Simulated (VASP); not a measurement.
# TiO2 (P4_2/mnm) in VASP: a series of runs, part 2 of 2

VASP 6.6.1.

**5. Single point, PBE**

This run uses another cell than the first one, of 10.64 Å³/atom, 1.041 times its volume.

Contents of INCAR:

```
SYSTEM = TiO2
ALGO     = Normal         ! electronic algorithm
EDIFF    = 1E-6           ! SCF threshold, eV
ENCUT    = 520            ! plane-wave cutoff, eV
GGA      = PE             ! functional
ISIF     = 2              ! what is computed and relaxed
ISMEAR   = -1             ! smearing method
LASPH    = .TRUE.         ! aspherical terms in the spheres
LCHARG   = .FALSE.        ! write CHGCAR
LREAL    = .FALSE.        ! projectors in reciprocal space
LWAVE    = .FALSE.        ! write WAVECAR
NBANDS   = 33             ! bands
NELM     = 100            ! most SCF steps
PREC     = Accurate       ! precision mode
SIGMA    = 0.05           ! smearing width, eV
```

Contents of KPOINTS:

```
k-points
0
G
  6 6 9
  0 0 0
```

Contents of POSCAR:

```
TiO2
1.0
    4.6303007105      0.0000000000      0.0000000000
    0.0000000000      4.6303007105      0.0000000000
    0.0000000000      0.0000000000      2.9788115719
Ti O
2 4
Direct
    0.0000000000      0.0000000000      0.5000000000
    0.5000000000      0.5000000000      0.0000000000
    0.3043213200      0.3043213200      0.5000000000
    0.1956786800      0.8043213200      0.0000000000
    0.8043213200      0.1956786800      0.0000000000
    0.6956786800      0.6956786800      0.5000000000
```

Launch:

```console
> cat potpaw_PBE.64/Ti_sv/POTCAR potpaw_PBE.64/O/POTCAR > POTCAR
> mpirun -np 1 vasp_std > vasp.out
```

It took 84 s on 1 thread of Intel Xeon Platinum 8259CL at 2.50GHz (Skylake/Cascade Lake), shared host; peak memory 0.22 GiB.

Results (log left out):

```yaml
Free_energy: -53.6742 eV
Pressure: 0.2 GPa
Largest_force: 0.070 eV/Å
Band_gap_on_the_k_mesh: 1.79 eV, direct
```

Forces in eV/Å, atoms in the order of the input:
```
Ti   0.000  0.000  0.000
Ti   0.000  0.000  0.000
O    0.050  0.050  0.000
O   -0.050  0.050  0.000
O    0.050 -0.050  0.000
O   -0.050 -0.050  0.000
```

Stress tensor (GPa, compression positive):
```
 0.80  0.00  0.00
 0.00  0.80  0.00
 0.00  0.00 -0.87
```

Levels at points of the mesh, in eV from the valence-band top:
```csv
k point,band 22,band 23,band 24,band 25,band 26,band 27
"(0.00, 0.00, 0.00)",-0.45,-0.45,0.00,1.79,2.07,2.31
"(0.50, 0.00, 0.00)",-1.63,-0.73,-0.73,2.43,2.43,2.91
"(0.50, 0.50, 0.00)",-1.31,-1.08,-1.08,1.82,1.82,2.42
```

**6. Relaxation of cell and atoms, PBEsol+U**

This run uses another cell than the first one, of 10.44 Å³/atom, 1.020 times its volume.

Contents of INCAR:

```
SYSTEM = TiO2
PREC = Accurate ; ENCUT = 600
EDIFF = 1E-7 ; ISMEAR = -1
SIGMA = 0.05 ; LREAL = .FALSE.
LASPH = .TRUE. ; NELM = 150
ALGO = Normal ; ISIF = 3
LWAVE = .FALSE. ; LCHARG = .FALSE.
LMAXMIX = 4 ; LDAU = .TRUE.
LDAUTYPE = 2 ; LDAUL = 2 -1
LDAUU = 5 0 ; LDAUJ = 0 0
LDAUPRINT = 1 ; GGA = PS
IBRION = 2 ; NSW = 60
EDIFFG = -0.01
```

Contents of KPOINTS:

```
Automatic mesh
0
G
  6 6 9
  0 0 0
```

POSCAR, as its differences from that of step 5:

```diff
@@ -2,5 +2,5 @@
 1.0
-    4.6303007105      0.0000000000      0.0000000000
-    0.0000000000      4.6303007105      0.0000000000
-    0.0000000000      0.0000000000      2.9788115719
+    4.5998373239      0.0000000000      0.0000000000
+    0.0000000000      4.5998373239      0.0000000000
+    0.0000000000      0.0000000000      2.9592135600
 Ti O
```

Potentials or basis: VASP PAW PBE potentials, release 64 (Ti_sv, O).

Launch:

```console
> cat potpaw_PBE.64/Ti_sv/POTCAR potpaw_PBE.64/O/POTCAR > POTCAR
> mpirun -np 1 vasp_std > vasp.out
```

It took 7.7 min on 1 thread of AMD EPYC 7R13 (Zen 3), shared host; peak memory 0.22 GiB.

The run converged. Its results:

| Quantity | Value |
| --- | --- |
| Free energy | -49.5277 eV |
| Relaxed volume | 10.73 Å³/atom |
| Relaxed cell | a = 4.626 Å, b = 4.626 Å, c = 3.007 Å, α = 90.00°, β = 90.00°, γ = 90.00° |
| Space group after relaxing (to 0.05 Å) | P4_2/mnm (No. 136) |
| Energy gained by relaxing | 7.4 meV/atom |
| Ionic steps | 6 |
| Pressure after relaxing | 0.0 GPa |
| Largest force after relaxing | 0.008 eV/Å |
| Band gap on the k mesh | 2.39 eV, indirect (least direct gap 2.40 eV) |

Forces in eV/Å, atoms in the order of the input:
```
Ti   0.000  0.000  0.000
Ti   0.000  0.000  0.000
O   -0.005 -0.005  0.000
O    0.005 -0.005  0.000
O   -0.005  0.005  0.000
O    0.005  0.005  0.000
```

Stress tensor (GPa, compression positive):
```
-0.01  0.00  0.00
 0.00 -0.01  0.00
 0.00  0.00  0.13
```

Step by step:
| step | energy change (eV) | largest force (eV/Å) | pressure (GPa) | volume (Å³) |
| --- | --- | --- | --- | --- |
| 1 | 0.0000 | 0.0984 | 7.17 | 62.61 |
| 2 | 0.0360 | 0.2981 | -8.85 | 66.94 |
| 3 | -0.0427 | 0.0928 | -0.15 | 64.40 |
| 4 | -0.0427 | 0.0894 | -0.03 | 64.36 |
| 5 | -0.0441 | 0.0156 | 0.02 | 64.36 |
| 6 | -0.0442 | 0.0076 | 0.04 | 64.36 |

Final structure:
```
CELL_PARAMETERS angstrom
4.62638 0.00000 0.00000
0.00000 4.62638 0.00000
0.00000 0.00000 3.00692
ATOMIC_POSITIONS crystal
Ti 0.00000 0.00000 0.50000
Ti 0.50000 0.50000 0.00000
O 0.30478 0.30478 0.50000
O 0.19522 0.80478 0.00000
O 0.80478 0.19522 0.00000
O 0.69522 0.69522 0.50000
```

Levels at points of the mesh, in eV from the valence-band top:
| k point | band 21 | band 22 | band 23 | band 24 | band 25 | band 26 | band 27 | band 28 |
| --- | --- | --- | --- | --- | --- | --- | --- | --- |
| (0.00, 0.00, 0.00) | -0.88 | -0.54 | -0.54 | 0.00 | 2.40 | 2.58 | 2.93 | 2.98 |
| (0.50, 0.00, 0.00) | -1.77 | -1.77 | -0.78 | -0.78 | 2.98 | 2.98 | 3.51 | 3.51 |
| (0.50, 0.50, 0.00) | -1.52 | -1.52 | -1.21 | -1.21 | 2.39 | 2.39 | 3.00 | 3.00 |

Eigenvalues of the final occupation matrices:
| site | spin | trace | eigenvalues |
| --- | --- | --- | --- |
| site 1 d | 1 | 0.77 | 0.07 0.09 0.10 0.24 0.26 |
| site 1 d | 2 | 0.77 | 0.07 0.09 0.10 0.24 0.26 |
| site 2 d | 1 | 0.77 | 0.07 0.09 0.10 0.24 0.26 |
| site 2 d | 2 | 0.77 | 0.07 0.09 0.10 0.24 0.26 |

Caveat: the PAW data sets were made with another functional, which shifts forces and pressure a little. A k mesh can miss the band edges.

**7. The runs side by side**

| task | level | U | cell | cutoff (eV) | gap on the mesh (eV) | pressure (GPa) | largest force (eV/Å) |
| --- | --- | --- | --- | --- | --- | --- | --- |
| single point | PBE | - | a = 4.569, b = 4.569, c = 2.939 Å, 6 atoms | 520 | 1.89 | 10.1 | 0.12 |
| single point | BLYP+D3(BJ) | - | a = 4.600, b = 4.600, c = 2.959 Å, 6 atoms | 520 | 1.83 | 2.3 | 0.11 |
| single point | BLYP+D3(BJ) | - | a = 4.630, b = 4.630, c = 2.979 Å, 6 atoms | 520 | 1.78 | -2.4 | 0.02 |
| single point | PBE | - | a = 4.630, b = 4.630, c = 2.979 Å, 6 atoms | 520 | 1.79 | 0.2 | 0.07 |
| relaxation of cell and atoms | PBEsol+U | Ti d U = 5.0 eV | relaxed from a = 4.600, b = 4.600, c = 2.959 Å, 6 atoms | 600 | 2.39 | 0.0 | 0.01 |

Alike in all rows: potentials or basis VASP PAW PBE potentials, release 64 (Ti_sv, O); no spin polarisation; k mesh 6 × 6 × 9; smearing fermi-dirac 0.05 eV.

Caveats: the PAW data sets were made with another functional, which shifts forces and pressure a little (some runs).

Total energies depend on the potentials used, so only differences within one code and one set of settings carry meaning.
